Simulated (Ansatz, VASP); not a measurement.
Be3S5: VASP beside Ansatz

INCAR

```
SYSTEM = Be3S5
PREC = Accurate
ENCUT = 600
EDIFF = 1E-7
ISMEAR = 0
SIGMA = 0.02
LREAL = .FALSE.
LASPH = .TRUE.
NELM = 60
ALGO = Normal
ISIF = 3
LWAVE = .FALSE.
LCHARG = .FALSE.
GGA = PE
IBRION = 2
NSW = 100
EDIFFG = -0.01
```

KPOINTS

```
Automatic mesh
0
G
  8 8 4
  0 0 0
```

Contents of POSCAR:

```
Be3S5
1.0
    3.5428499994      0.0000000000      0.0000000000
    0.0931011965      3.5526104435      0.0000000000
    1.7700526314      1.4989568087     10.6201701471
Be S
3 5
Direct
    0.3510682458      0.3047385636      0.3845989555
    0.7104732892      0.7264318786      0.6142962811
    0.9428698415      0.0635046363      0.9997522288
    0.8162627429      0.5106275834      0.1034610070
    0.8967660110      0.2492361714      0.2830773855
    0.2689597196      0.7535908751      0.4993213591
    0.5062656077      0.9677062795      0.9000840214
    0.7573345421      0.1741640122      0.7154087616
```

Input for Ansatz:

```yaml
crystal:
  lattice:
    - [3.5428499994, 0.0, 0.0]
    - [0.0931011965, 3.5526104435, 0.0]
    - [1.7700526314, 1.4989568087, 10.6201701471]
  atoms:
    - { symbol: Be, position: [0.3510682458, 0.3047385636, 0.3845989555] }
    - { symbol: Be, position: [0.7104732892, 0.7264318786, 0.6142962811] }
    - { symbol: Be, position: [0.9428698415, 0.0635046363, 0.9997522288] }
    - { symbol: S, position: [0.8162627429, 0.5106275834, 0.103461007] }
    - { symbol: S, position: [0.896766011, 0.2492361714, 0.2830773855] }
    - { symbol: S, position: [0.2689597196, 0.7535908751, 0.4993213591] }
    - { symbol: S, position: [0.5062656077, 0.9677062795, 0.9000840214] }
    - { symbol: S, position: [0.7573345421, 0.1741640122, 0.7154087616] }
basis:
  ecutwfc: 420
kpoints:
  mp_grid: { grid: [8, 8, 4] }
hamiltonian:
  xc: pbe
scf:
  occupations: { method: gaussian, width: 0.02 }
output:
  forces: true
  stress: true
  eigenvalues: true
  write_density: true
  write_potential: true
  elf: true
  volumetric_format: npy
relax:
  adjacent_minimum: "off"
  f_tol: 0.01
  max_steps: 80
  cell: { stress_tol: 0.05 }
```

Change from the starting cell: the structure that the rattled cell fell into.

Alike in both runs: task relaxation of cell and atoms; functional PBE; k mesh 8 × 8 × 4; occupations gaussian, width 0.02 eV; no spin polarisation.

|  | VASP | Ansatz |
| --- | --- | --- |
| version | VASP 6.6.1 | Ansatz 0.2.0 |
| potentials or method | VASP PAW PBE potentials, release 64 (Be, S), cutoff 600 eV | scalar-relativistic, plane waves, PAW |
| valence electrons in the cell | 36 | 36 |

```tsv
	VASP	Ansatz	Ansatz less VASP
gap on the k mesh at the Fermi level, each at its own relaxed structure (eV)	1.20	1.15	-0.053
relaxed volume (Å³/atom)	16.71	16.72	+0.009
relaxed length of the cell vector where the two differ most in proportion (Å)	10.906	10.913	+0.0070
```
